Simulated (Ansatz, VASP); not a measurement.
**Two plane-wave programs on AlP**

The input INCAR:

```
PREC = Accurate
ENCUT = 500
EDIFF = 1E-7
ISMEAR = 0
SIGMA = 0.02
LREAL = False
LASPH = True
NELM = 120
ALGO = Normal
ISIF = 3
LWAVE = False
LCHARG = False
GGA = PS
IBRION = 2
NSW = 100
EDIFFG = -0.002
GGA_COMPAT = False
NELMIN = 4
```

KPOINTS

```
Automatic mesh
0
Gamma
  8 8 8
```

POSCAR

```
AlP
1.0
    0.0000000000      2.7364837100      2.7364837100
    2.7364837100      0.0000000000      2.7364837100
    2.7364837100      2.7364837100      0.0000000000
Al P
1 1
Direct
    0.0000000000      0.0000000000      0.0000000000
    0.2500000000      0.2500000000      0.2500000000
```

Input for Ansatz:

```yaml
crystal:
  lattice:
    - [0.0, 2.73648371, 2.73648371]
    - [2.73648371, 0.0, 2.73648371]
    - [2.73648371, 2.73648371, 0.0]
  atoms:
    - { symbol: Al, position: [0.0, 0.0, 0.0] }
    - { symbol: P, position: [0.25, 0.25, 0.25] }
basis:
  ecutwfc: 420
kpoints:
  mp_grid: { grid: [8, 8, 8] }
hamiltonian:
  xc: pbesol
scf:
  occupations: { method: gaussian, width: 0.02 }
output:
  forces: true
  stress: true
  eigenvalues: true
relax:
  adjacent_minimum: "off"
  f_tol: 0.002
  max_steps: 80
  cell: { stress_tol: 0.02 }
```

Alike in both runs: task relaxation of cell and atoms; functional PBEsol; k mesh 8 × 8 × 8; occupations gaussian, width 0.02 eV; no spin polarisation.

```csv
,VASP,Ansatz
version,VASP 6.6.1,Ansatz 0.2.0
potentials or method,"VASP PAW PBE potentials, release 64 (Al, P), cutoff 500 eV","scalar-relativistic, plane waves, PAW"
valence electrons in the cell,8,8
```

|  | VASP | Ansatz | Ansatz less VASP |
| --- | --- | --- | --- |
| gap on the k mesh at the Fermi level, each at its own relaxed structure (eV) | 1.45 | 1.45 | +0.002 |
| relaxed volume (Å³/atom) | 20.47 | 20.46 | -0.007 |
| relaxed cell length with the largest relative difference (Å) | 3.869 | 3.868 | -0.0004 |

VASP's potentials were made for PBE, not for PBEsol.
